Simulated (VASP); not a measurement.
Write the native input for VASP 6.6.1 that does the following.

* Task: single point
* Functional: r2SCAN
* Potentials or basis: VASP PAW PBE potentials, release 64 (Sn_d)
* Cutoff: 520 eV
* k mesh: 12 × 12 × 12
* Occupations: gaussian, width 0.15 eV
* Spin: no spin polarisation
* Dipole correction: no
* Further INCAR settings: ALGO = Normal; EDIFF = 1e-07; NBANDS = 21

The system is Sn.

```
CELL_PARAMETERS angstrom
0.00000 3.24560 3.61073
3.24560 0.00000 3.61073
3.24560 3.24560 0.00000
ATOMIC_POSITIONS crystal
Sn 0.50000 0.50000 0.50000
Sn 0.75000 0.75000 0.75000
```

This cell differs from its parent crystal: strain +0.1125 x Voigt [0, 0, 1, 0, 0, 0].

One way to write it, as run:

POSCAR

```
Sn
1.0
    0.0000000000      3.2456000000      3.6107300000
    3.2456000000      0.0000000000      3.6107300000
    3.2456000000      3.2456000000      0.0000000000
Sn
2
Direct
    0.5000000000      0.5000000000      0.5000000000
    0.7500000000      0.7500000000      0.7500000000
```

INCAR.step1

```
SYSTEM = Sn
PREC     = Accurate       ! precision mode
ENCUT    = 520            ! plane-wave cutoff, eV
ISMEAR   = 0              ! smearing method
SIGMA    = 0.15           ! smearing width, eV
LREAL    = .FALSE.        ! projectors in reciprocal space
LASPH    = .TRUE.         ! aspherical terms in the spheres
NELM     = 100            ! most SCF steps
NBANDS   = 21             ! bands
GGA      = PE             ! functional
ALGO     = Normal         ! electronic algorithm
EDIFF    = 1E-4           ! SCF threshold, eV
LWAVE    = .TRUE.         ! write WAVECAR
LCHARG   = .FALSE.        ! write CHGCAR
```

INCAR.step2

```
SYSTEM = Sn
PREC     = Accurate       ! precision mode
ENCUT    = 520            ! plane-wave cutoff, eV
EDIFF    = 1E-7           ! SCF threshold, eV
ISMEAR   = 0              ! smearing method
SIGMA    = 0.15           ! smearing width, eV
LREAL    = .FALSE.        ! projectors in reciprocal space
LASPH    = .TRUE.         ! aspherical terms in the spheres
NELM     = 100            ! most SCF steps
ALGO     = Normal         ! electronic algorithm
ISIF     = 2              ! what is computed and relaxed
LWAVE    = .FALSE.        ! write WAVECAR
LCHARG   = .TRUE.         ! write CHGCAR
METAGGA  = R2SCAN         ! meta-GGA
LMIXTAU  = .TRUE.       
LELF     = .TRUE.         ! ELF
LVHAR    = .TRUE.       
NBANDS   = 21             ! bands
ISTART   = 1
```

KPOINTS

```
regular mesh
0
G
  12 12 12
  0 0 0
```

Potentials or basis: VASP PAW PBE potentials, release 64 (Sn_d).

Launch:

```bash
$ cat potpaw_PBE.64/Sn_d/POTCAR > POTCAR
$ cp INCAR.step1 INCAR
$ mpirun -np 1 vasp_std > vasp.out
$ cp INCAR.step2 INCAR
$ mpirun -np 1 vasp_std > vasp.out
```

It gave:

* Pressure: -2.6 GPa
* Band gap on the k mesh: zero (bands 14 and 15 overlap by 0.46 eV)

Caveat: the cell differs from its parent crystal (strain +0.1125 x Voigt [0, 0, 1, 0, 0, 0]); the PAW data sets were made with another functional, which shifts forces and pressure a little; spin-orbit coupling is left out, which moves the levels of the heavy elements.

It took 23 min on 1 thread of Oxide Virtual Turin-like Processor (shared host), peak memory 0.32 GiB.
